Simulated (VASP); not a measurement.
Crystal: TaN.

```
Ta N
1.0
     5.13297    0.00000    0.00000
    -2.56649    4.44528    0.00000
     0.00000    0.00000    2.88235
Ta N
3 3
Cartesian
  0.0000 0.0000 0.0000
  0.0000 2.9635 1.4412
  2.5665 1.4818 1.4412
  2.5665 0.0000 0.0000
  1.2832 2.2226 0.0000
  -1.2832 2.2226 0.0000
```

Base run:

| Quantity | Value |
| --- | --- |
| Program | VASP 6.6.1 |
| Functional | LDA |
| Potentials or basis | VASP PAW LDA potentials, release 64 (Ta_pv, N) |
| Cutoff | 520 eV |
| k mesh | 5 × 5 × 8 |
| Occupations | fermi-dirac, width 0.1 eV |
| Spin | no spin polarisation |

Its results: band gap on the k mesh zero (band 24 reaches 9.30 eV, above the bottom of band 25 at 7.04 eV); pressure 7.0 GPa.

Problem. The run is repeated on the same cell with these changes: potentials or basis from VASP PAW LDA potentials, release 64 (Ta_pv, N) to VASP PAW LDA potentials, release 64 (Ta_sv_GW, N); cutoff from 520 eV to 600 eV; further incar settings from ALGO = Normal; EDIFF = 1e-06; NBANDS = 33 to ALGO = Normal; EDIFF = 1e-06; NBANDS = 36; valence electrons from 48 to 54. What comes out?

Solution. Band gap on the k mesh zero (band 27 reaches 13.26 eV, above the bottom of band 28 at 11.00 eV); pressure 6.2 GPa.

Caveats: spin-orbit coupling is left out, which moves the levels of the heavy elements.
